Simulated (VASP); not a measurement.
Here is a VASP 6.6.1 calculation.

The input INCAR:

```
  PREC = Accurate
  ENCUT = 520
  EDIFF = 1E-6
  ISMEAR = 0
  SIGMA = 0.1
  LREAL = False
  LASPH = True
  NELM = 80
  ALGO = Normal
  ISIF = 2
  LWAVE = False
  LCHARG = False
  GGA = PE
  NBANDS = 38
```

The input KPOINTS:

```
regular mesh
0
Gamma
  12 12 4
```

POSCAR

```
SbOs2I5
1.0
    5.4548199312      0.0000000000      0.0000000000
   -2.7274099656      4.7240126335      0.0000000000
    0.0000000000      0.0000000000     10.3426600811
Sb Os I
1 2 5
Direct
    0.0000000000      0.0000000000      0.5000000000
    0.0000000000      0.0000000000      0.7343639828
    0.0000000000      0.0000000000      0.2656360172
    0.3333333333      0.6666666667      0.2598374397
    0.6666666667      0.3333333333      0.2598374397
    0.6666666667      0.3333333333      0.7401625603
    0.3333333333      0.6666666667      0.7401625603
    0.0000000000      0.0000000000      0.0000000000
```

Potentials or basis: VASP PAW PBE potentials, release 64 (Sb, Os, I).

Command:

```console
$ cat potpaw_PBE.64/Sb/POTCAR potpaw_PBE.64/Os/POTCAR potpaw_PBE.64/I/POTCAR > POTCAR
$ mpirun -np 1 vasp_std > vasp.out
```

(1) What does it give for the band gap on the k mesh?

(2) What does it give for the pressure?

(3) Estimate the largest force.

Answers

(1) zero (bands 28 and 29 overlap by 0.24 eV).

(2) -0.2 GPa.

(3) 0.096 eV/Å.

Caveat: spin-orbit coupling is left out, which moves the levels of the heavy elements.
